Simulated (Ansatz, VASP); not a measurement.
Given: the input of a run of VASP 6.6.1 on Tl.

INCAR

```
SYSTEM = Tl
ALGO = Normal
EDIFF = 1E-7
ENCUT = 520
GGA = PS
ISIF = 2
ISMEAR = -1
LASPH = .TRUE.
LCHARG = .TRUE.
LELF = .TRUE.
LREAL = .FALSE.
LVHAR = .TRUE.
LWAVE = .FALSE.
NBANDS = 20
NELM = 60
PREC = Accurate
SIGMA = 0.05
```

File KPOINTS:

```
k-points
0
G
  9 9 5
  0 0 0
```

The input POSCAR:

```
Tl
1.0
    3.5014788996      0.0000000000      0.0000000000
   -1.7507394498      3.0323696779      0.0000000000
    0.0000000000      0.0000000000      5.5977057061
Tl
2
Direct
    0.6666666667      0.3333333333      0.7500000000
    0.3333333333      0.6666666667      0.2500000000
```

Potentials or basis: VASP PAW PBE potentials, release 64 (Tl_d).

Launch:

```bash
$ cat potpaw_PBE.64/Tl_d/POTCAR > POTCAR
$ mpirun -np 1 vasp_std > vasp.out
```

Problem. Translate it to Ansatz 0.2.0. Potentials there: Ansatz PAW.

Solution. As run (the cutoff follows the program's own potentials):

Contents of input.yaml:

```yaml
crystal:
  lattice:
    - [3.5014788996, 0.0, 0.0]
    - [-1.7507394498, 3.0323696779, 0.0]
    - [0.0, 0.0, 5.5977057061]
  atoms:
    - { symbol: Tl, position: [0.6666666667, 0.3333333333, 0.75] }
    - { symbol: Tl, position: [0.3333333333, 0.6666666667, 0.25] }
hamiltonian:
  xc: pbesol
  pseudopotentials: { kind: paw }
kpoints:
  mp_grid: { grid: [9, 9, 5] }
scf:
  occupations: { method: fermi_dirac, width: 0.05 }
output:
  forces: true
  stress: true
  eigenvalues: true
```

Potentials or basis: Ansatz PAW.

The run is started by

```sh
$ ansatz run input.yaml --threads 1 --pin off --max-ram 3584MiB --backend cpu --events-out ev --progress --plain --runs-dir out
```

Both were run:

|  | VASP | Ansatz | Ansatz less VASP |
| --- | --- | --- | --- |
| gap on the k mesh at the Fermi level (eV) | none | none | - |
| pressure (GPa) | -1.2 | -1.1 | +0.07 |
| traceless stress, the component that is largest in VASP (GPa) | 0.65 | 0.66 | +0.008 |

VASP's potentials were made for PBE, not for PBEsol. A gap of «none» marks a metal or a gap that the smearing closes. With one functional, cell and mesh, what is left measures potentials, basis and numerics.

Neither program's run includes spin-orbit coupling.
